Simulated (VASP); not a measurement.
Runs of VASP 6.6.1 on Bi. The structure is that of space group Fd-3m (No. 227), or close to it. The cells are those of the table. This isn't the form of Bi at room conditions, which is rhombohedral.

```tsv
cell	gap on the mesh (eV)	pressure (GPa)
a = 3.797 Å, angles 60.0°, 2 atoms	none	196.9
a = 4.464 Å, angles 60.0°, 2 atoms	none	31.4
a = 4.882 Å, angles 60.0°, 2 atoms	none	(b)
a = 3.949 Å, angles 60.0°, 2 atoms	none	131.7
a = 5.066 Å, angles 60.0°, 2 atoms	none	(a)
a = 4.223 Å, angles 60.0°, 2 atoms	none	63.2
a = 4.682 Å, angles 60.0°, 2 atoms	none	15.3
```

Alike in all rows: task single point; level PBE; potentials or basis VASP PAW PBE potentials, release 64 (Bi_d); no spin polarisation; k mesh 11 × 11 × 11; cutoff (eV) 520; smearing fermi-dirac 0.05 eV.

Task: Fill in the values left out.

Result: (a) 1.6; (b) 6.5.

Caveats: spin-orbit coupling is left out, which moves the levels of the heavy elements; the cell stands under pressure (at least some runs).

A k mesh can miss the band edges, and the runs leave out spin-orbit coupling on Bi.

A gap of «none» marks levels without a gap at the run's occupations.
